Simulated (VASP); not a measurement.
# LaTaTl3 (P4/mmm) in VASP: notebook, part 2 of 2

VASP 6.6.1. Earlier steps stand in the parts before.

**4. Relaxation of cell and atoms, PBE**

This run uses another cell than the first one, of 33.77 Å³/atom.

Contents of INCAR:

```
PREC = Accurate ; ENCUT = 600
EDIFF = 1E-7 ; ISMEAR = 0
SIGMA = 0.1 ; LREAL = False
LASPH = True ; NELM = 60
ALGO = Normal ; ISIF = 3
LWAVE = False ; LCHARG = False
GGA = PE ; IBRION = 2
NSW = 90 ; EDIFFG = -0.04
```

Contents of KPOINTS:

```
regular mesh
0
Gamma
  4 4 2
```

Contents of POSCAR:

```
LaTaTl3
1.0
    4.7412990500      0.0000000000      0.0000000000
    0.0000000000      4.7412990500      0.0000000000
    0.0000000000      0.0000000000      7.5103116000
La Ta Tl
1 1 3
Direct
    0.0000000000      0.0000000000      0.0000000000
    0.5000000000      0.5000000000      0.0000000000
    0.0000000000      0.0000000000      0.5000000000
    0.5000000000      0.5000000000      0.2915944300
    0.5000000000      0.5000000000      0.7084055700
```

Potentials or basis: VASP PAW PBE potentials, release 64 (La, Ta_pv, Tl_d).

Launch:

```
cat potpaw_PBE.64/La/POTCAR potpaw_PBE.64/Ta_pv/POTCAR potpaw_PBE.64/Tl_d/POTCAR > POTCAR
mpirun -np 1 vasp_std > vasp.out
```

OUTCAR:

```text
PREC = Accurate
   ENCUT = 600
   EDIFF = 1E-7
   ISMEAR = 0
   LREAL = False
   LASPH = True
   NELM = 60
   ISIF = 3
   GGA = PE
   IBRION = 2
   NSW = 90
   EDIFFG = -0.04

 ion  position               nearest neighbor table
   1  0.000  0.000  0.000-   2 3.35   2 3.35   2 3.35   2 3.35   3 3.76   3 3.76
   2  0.500  0.500  0.000-   4 2.19   5 2.19   1 3.35   1 3.35   1 3.35   1 3.35
   3  0.000  0.000  0.500-   4 3.70   5 3.70   4 3.70   5 3.70   4 3.70   5 3.70   4 3.70   5 3.70
                             1 3.76   1 3.76
   4  0.500  0.500  0.292-   2 2.19   5 3.13   3 3.70   3 3.70   3 3.70   3 3.70
   5  0.500  0.500  0.708-   2 2.19   4 3.13   3 3.70   3 3.70   3 3.70   3 3.70

  LATTYP: Found a simple tetragonal cell.
 ALAT       =     4.7412990500
 C/A-ratio  =     1.5840198057

  Lattice vectors:

 A1 = (   4.7412990500,   0.0000000000,   0.0000000000)
 A2 = (   0.0000000000,   4.7412990500,   0.0000000000)
 A3 = (   0.0000000000,   0.0000000000,   7.5103116000)

Analysis of symmetry for initial positions (statically):
=====================================================================
 Subroutine PRICEL returns:
 Original cell was already a primitive cell.

 Routine SETGRP: Setting up the symmetry group for a
 simple tetragonal supercell.

 Subroutine GETGRP returns: Found 16 space group operations
 (whereof 16 operations were pure point group operations)
 out of a pool of 16 trial point group operations.

The static configuration has the point symmetry D_4h.

Analysis of symmetry for dynamics (positions and initial velocities):
=====================================================================
 Subroutine PRICEL returns:
 Original cell was already a primitive cell.

 Routine SETGRP: Setting up the symmetry group for a
 simple tetragonal supercell.

 Subroutine GETGRP returns: Found 16 space group operations
 (whereof 16 operations were pure point group operations)
 out of a pool of 16 trial point group operations.

The dynamic configuration has the point symmetry D_4h.

 Subroutine INISYM returns: Found 16 space group operations
 (whereof 16 operations are pure point group operations),
 and found     1 'primitive' translations

----------------------------------------------------------------------------------------

                                     Primitive cell

  volume of cell :     168.8312

  direct lattice vectors                    reciprocal lattice vectors
     4.741299050  0.000000000  0.000000000     0.210912661  0.000000000  0.000000000
     0.000000000  4.741299050  0.000000000     0.000000000  0.210912661  0.000000000
     0.000000000  0.000000000  7.510311600     0.000000000  0.000000000  0.133150268

  length of vectors
     4.741299050  4.741299050  7.510311600     0.210912661  0.210912661  0.133150268

  position of ions in fractional coordinates (direct lattice)
     0.000000000  0.000000000  0.000000000
     0.500000000  0.500000000  0.000000000
     0.000000000  0.000000000  0.500000000
     0.500000000  0.500000000  0.291594430
     0.500000000  0.500000000  0.708405570

  ion indices of the primitive-cell ions
   primitive index   ion index
                 1           1
                 2           2
                 3           3
                 4           4
                 5           5

[... 48 lines left out ...]
 SYSTEM =  unknown system
   PREC   = accura    normal or accurate (medium, high low for compatibility)
   ISTART =      0    job   : 0-new  1-cont  2-samecut
   ICHARG =      2    charge: 1-file 2-atom 10-const
   ISPIN  =      1    spin polarized calculation?
   LNONCOLLINEAR =      F non collinear calculations
   LSORBIT =      F    spin-orbit coupling
   LASPH  =      T    aspherical Exc in radial PAW
   ENCUT  =  600.0 eV  44.10 Ry    6.64 a.u.   9.47  9.47 15.00*2*pi/ulx,y,z
   NELM   =     60;   NELMIN=  2; NELMDL= -5     # of ELM steps
   EDIFF  = 0.1E-06   stopping-criterion for ELM
   LREAL  =      F    real-space projection
   EDIFFG = -.4E-01   stopping-criterion for IOM
   NSW    =     90    number of steps for IOM
   IBRION =      2    ionic relax: 0-MD 1-quasi-New 2-CG
   NFREE  =      1    steps in history (QN), initial steepest desc. (CG)
   ISIF   =      3    stress and relaxation
   ISYM   =      2    0-nonsym 1-usesym 2-fastsym
   POTIM  = 0.5000    time-step for ionic-motion
   TEBEG  =    0.0;   TEEND  =   0.0 temperature during run
   PSTRESS=    0.0 pullay stress
   NELECT =      61.0000    total number of electrons
   NUPDOWN=      -1.0000    fix difference up-down
   EMIN   =  10.00;   EMAX   =-10.00  energy-range for DOS
   EFERMI =   0.00;   METHOD = LEGACY
   ISMEAR =     0;   SIGMA  =   0.10  broadening in eV -4-tet -1-fermi 0-gaus
   EFERMI_NEDOS =   21; number of points for ismear=-14 and -15
   IALGO  =     38    algorithm
   IMIX   =      4    mixing-type and parameters
     AMIX     =   0.40;   BMIX     =  1.00
     AMIX_MAG =   1.60;   BMIX_MAG =  1.00
  volume/ion in A,a.u.               =      33.77       227.87
  Fermi-wavevector in a.u.,A,eV,Ry     =   1.166005  2.203431 18.498053  1.359569
  Thomas-Fermi vector in A             =   2.302524
   LORBIT       =      0    0 simple, 1 ext, 2 COOP (PROOUT), +10 PAW based schemes
   GGA     = PE    functional components
   LHFCALC =     F    Hartree Fock is set to
   AEXX    =    0.0000 exact exchange contribution
   IVDW    =     0    specifies the selected vdW correction
   LEPSILON=     F    determine dielectric tensor
   LRPA    =     F    only Hartree local field effects (RPA)
 conjugate gradient relaxation of ions
 non-spin polarized calculation
 Gauss-broadening in eV      SIGMA  =   0.10
  energy-cutoff  :      600.00
  volume of cell :      168.83
 maximum number of plane-waves:      5664
 NGX is ok and might be reduce to    40
   NGX = 19   NGY = 19   NGZ = 29

--------------------------------------- Ionic step        1  -------------------------------------------

 number of electron      61.0000005 magnetization

 Free energy of the ion-electron system (eV)
  ---------------------------------------------------
  ext. energy  EPLUGINS =         0.00000000
  ---------------------------------------------------
  free energy    TOTEN  =       -15.40704164 eV

  energy without entropy =      -15.38579631  energy(sigma->0) =      -15.39641897

------------------------ aborting loop because EDIFF is reached ----------------------------------------

  FORCE on cell =-STRESS in cart. coord.  units (eV):
  Direction    XX          YY          ZZ          XY          YZ          ZX
  --------------------------------------------------------------------------------------
  -------------------------------------------------------------------------------------
  Total       -5.2457370     -5.2457370     50.3791996      0.0000000      0.0000000      0.0000000
  in kB      -49.7810948    -49.7810948    478.0894853      0.0000000      0.0000000      0.0000000
  external PRESSURE =     126.1757652 kB  Pullay stress =       0.0000000 kB
[... 98 lines left out ...]
  FREE ENERGIE OF THE ION-ELECTRON SYSTEM (eV)
  ---------------------------------------------------
  free  energy   TOTEN  =       -17.9947474170 eV

  energy  without entropy=      -17.9527420377  energy(sigma->0) =      -17.97374473

 E-fermi :   4.2018     XC(G=0):  -9.0281

 val. band max:        4.1659843938   @ k =   0.0000   0.0000   0.5000
 cond. band min:       4.2020836055   @ k =   0.0000   0.0000   0.0000
 fundamental gap:      0.0360992117
 Fermi energy:         4.2017822492

 k-point     1 :       0.0000    0.0000    0.0000
  band No.  band energies     occupation
      1     -30.3437      2.00000
      2     -30.3437      2.00000
      3     -30.3025      2.00000
      4     -28.5720      2.00000
      5     -12.3369      2.00000
      6     -12.1615      2.00000
[... 457 lines left out ...]
     35       4.7868      0.00000
     36       5.6127      0.00000

[... ionic steps 4 to 13 ...]

--------------------------------------- Ionic step       14  -------------------------------------------

 number of electron      61.0000006 magnetization

------------------------ aborting loop because EDIFF is reached ----------------------------------------
[... 73 lines left out ...]
--------------------------------------- Ionic step       16  -------------------------------------------

 number of electron      61.0000002 magnetization

 Free energy of the ion-electron system (eV)
  ---------------------------------------------------
  ext. energy  EPLUGINS =         0.00000000
  ---------------------------------------------------
  free energy    TOTEN  =       -20.61511017 eV

  energy without entropy =      -20.59508878  energy(sigma->0) =      -20.60509947

 E-fermi :   5.5333     XC(G=0):  -9.7669

 val. band max:        5.4966640787   @ k =   0.5000   0.0000   0.0000
 cond. band min:       5.5669906419   @ k =   0.5000   0.2500   0.5000
 fundamental gap:      0.0703265631
 Fermi energy:         5.5332875547

 k-point     1 :       0.0000    0.0000    0.0000
  band No.  band energies     occupation
      1     -28.7544      2.00000
      2     -28.7544      2.00000
      3     -28.7354      2.00000
      4     -26.6056      2.00000
      5     -10.4211      2.00000
      6     -10.2913      2.00000
[... 489 lines left out ...]
  FREE ENERGIE OF THE ION-ELECTRON SYSTEM (eV)
  ---------------------------------------------------
  free  energy   TOTEN  =       -20.6151101673 eV

  energy  without entropy=      -20.5950887796  energy(sigma->0) =      -20.60509947

 reached required accuracy - stopping structural energy minimisation
```

Wall time 12 min (1 thread of Intel Xeon 6975P-C (Granite Rapids), shared host); peak memory 0.4 GiB.

What came out:

```
Free energy                           : -20.6151 eV
Relaxed volume                        : 31.31 Å³/atom
Relaxed cell                          : a = 4.268 Å, b = 4.268 Å, c = 8.596 Å, α = 90.00°, β = 90.00°, γ = 90.00°
Space group after relaxing (to 0.1 Å) : P4/mmm (No. 123)
Energy gained by relaxing             : 1041.6 meV/atom
Ionic steps                           : 16
Pressure after relaxing               : -0.1 GPa
Largest force after relaxing          : 0.035 eV/Å
Band gap on the k mesh                : zero (an odd number of electrons rules out a gap without spin polarisation)
```

Forces on the atoms (eV/Å):
```
La   0.000  0.000  0.000
Ta   0.000  0.000  0.000
Tl   0.000  0.000  0.000
Tl   0.000  0.000 -0.035
Tl   0.000  0.000  0.035
```

Stress tensor (GPa, compression positive):
```
-0.07  0.00  0.00
 0.00 -0.07  0.00
 0.00  0.00 -0.18
```

The path:
| step | energy change (eV) | largest force (eV/Å) | pressure (GPa) | volume (Å³) |
| --- | --- | --- | --- | --- |
| 1 | 0.0000 | 12.1217 | 12.62 | 168.83 |
| 2 | -2.4448 | 1.2698 | -3.30 | 226.14 |
| 3 | -2.5877 | 1.2721 | -3.59 | 222.88 |
| 4 | -2.7505 | 1.2945 | -3.89 | 219.46 |
| 5 | -4.1961 | 1.3490 | -5.08 | 195.58 |
| 6 | -4.5429 | 0.2067 | -3.05 | 182.57 |
| 7 | -4.5626 | 0.6277 | -4.22 | 186.94 |
| 8 | -4.5801 | 0.3502 | -3.85 | 185.26 |
| 9 | -4.5801 | 0.2926 | -3.77 | 184.94 |
| 10 | -5.0723 | 0.4447 | -1.83 | 166.67 |
| 11 | -5.1756 | 0.5399 | -0.31 | 157.44 |
| 12 | -5.1790 | 0.5771 | 0.21 | 154.97 |
| 13 | -5.1793 | 0.5682 | 0.10 | 155.54 |
| 14 | -5.2008 | 0.2234 | 0.15 | 155.50 |
| 15 | -5.2059 | 0.0267 | 0.23 | 155.47 |
| 16 | -5.2081 | 0.0352 | -0.10 | 156.57 |

Final structure:
```xyz
5
Lattice="4.2677 0.0000 0.0000 0.0000 4.2677 0.0000 0.0000 0.0000 8.5962" Properties=species:S:1:pos:R:3 pbc="T T T"
La    0.0000    0.0000    0.0000
Ta    2.1339    2.1339    0.0000
Tl    0.0000    0.0000    4.2981
Tl    2.1339    2.1339    2.7599
Tl    2.1339    2.1339    5.8363
```

Caveat: the k points lie up to 0.37 Å⁻¹ apart in the final cell, too coarse for converged energies and pressures of a metal; spin-orbit coupling is left out, which moves the levels of the heavy elements.

**5. Single point, PBE**

This run uses another cell than the first one, of 31.52 Å³/atom.

Contents of INCAR:

```
SYSTEM = LaTaTl3
  PREC = Accurate
  ENCUT = 520
  EDIFF = 1E-6
  ISMEAR = 0
  SIGMA = 0.1
  LREAL = .False.
  LASPH = .True.
  NELM = 80
  ALGO = Fast
  ISIF = 2
  LWAVE = .False.
  LCHARG = .False.
  GGA = PE
  NBANDS = 38
```

Contents of KPOINTS:

```
regular mesh
0
Gamma
  10 10 6
  0 0 0
```

Contents of POSCAR:

```
LaTaTl3
1.0
    4.2674218372      0.0000000000      0.0000000000
    0.0000000000      4.2674218372      0.0000000000
    0.0000000000      0.0000000000      8.6551371018
La Ta Tl
1 1 3
Direct
    0.0000000000      0.0000000000      0.0000000000
    0.5000000000      0.5000000000      0.0000000000
    0.0000000000      0.0000000000      0.5000000000
    0.5000000000      0.5000000000      0.3199839845
    0.5000000000      0.5000000000      0.6800160155
```

Launch:

```
cat potpaw_PBE.64/La/POTCAR potpaw_PBE.64/Ta_pv/POTCAR potpaw_PBE.64/Tl_d/POTCAR > POTCAR
mpirun -np 1 vasp_std > vasp.out
```

It took 9.4 min on 1 thread of Intel Xeon 6975P-C (Granite Rapids), shared host; peak memory 0.64 GiB.

It converged, with:

```yaml
Free_energy: -20.5335 eV
Pressure: 0.0 GPa
Largest_force: 0.004 eV/Å
Band_gap_on_the_k_mesh: zero (an odd number of electrons rules out a gap without spin polarisation)
```

Forces in eV/Å, atoms in the order of the input:
```
La   0.000  0.000  0.000
Ta   0.000  0.000  0.000
Tl   0.000  0.000  0.000
Tl   0.000  0.000 -0.004
Tl   0.000  0.000  0.004
```

Levels at points of the mesh, in eV from the Fermi level:
```
           k point  band 28  band 29  band 30  band 31  band 32  band 33  band 34  band 35
(0.00, 0.00, 0.00)    -1.34    -0.47    -0.13    -0.13     1.64     2.47     2.55     2.57
(0.50, 0.00, 0.00)    -0.71    -0.05     0.34     0.76     0.84     0.98     1.36     1.47
(0.50, 0.50, 0.00)    -2.05    -1.67    -1.67    -0.61    -0.27     2.44     2.47     2.60
(0.00, 0.00, 0.50)    -1.34    -0.45    -0.45     0.31     0.58     2.48     2.51     2.51
(0.50, 0.00, 0.50)    -0.42    -0.20     0.12     0.26     0.72     0.98     1.56     2.61
(0.50, 0.50, 0.50)    -1.66    -0.27    -0.27    -0.27     0.49     0.49     0.64     0.81
```

Caveat: spin-orbit coupling is left out, which moves the levels of the heavy elements.

**6. Overview**

```tsv
task	cell	k mesh	cutoff (eV)	gap on the mesh (eV)	pressure (GPa)	largest force (eV/Å)
single point	a = 4.266, b = 4.266, c = 8.575 Å, 5 atoms, atomic positions A	4 × 4 × 2	520	none	0.0	0.03
single point	a = 4.741, b = 4.741, c = 7.510 Å, 5 atoms, atomic positions B	4 × 4 × 2	520	none	12.6	12.12
relaxation of cell and atoms	relaxed from a = 4.741, b = 4.741, c = 7.510 Å, 5 atoms, atomic positions B	4 × 4 × 2	600	none	-0.1	0.04
single point	a = 4.267, b = 4.267, c = 8.655 Å, 5 atoms, atomic positions A	10 × 10 × 6	520	none	0.0	-
```

Alike in all rows: level PBE; potentials or basis VASP PAW PBE potentials, release 64 (La, Ta_pv, Tl_d); no spin polarisation; smearing gaussian 0.1 eV.

Caveats: some runs use coarse meshes; spin-orbit coupling is left out, which moves the levels of the heavy elements; forces of over 1 eV/Å act on the atoms, so gaps and moduli don't describe the material at rest (at least some runs).

Absolute energies hang on the potentials; compare differences alone.
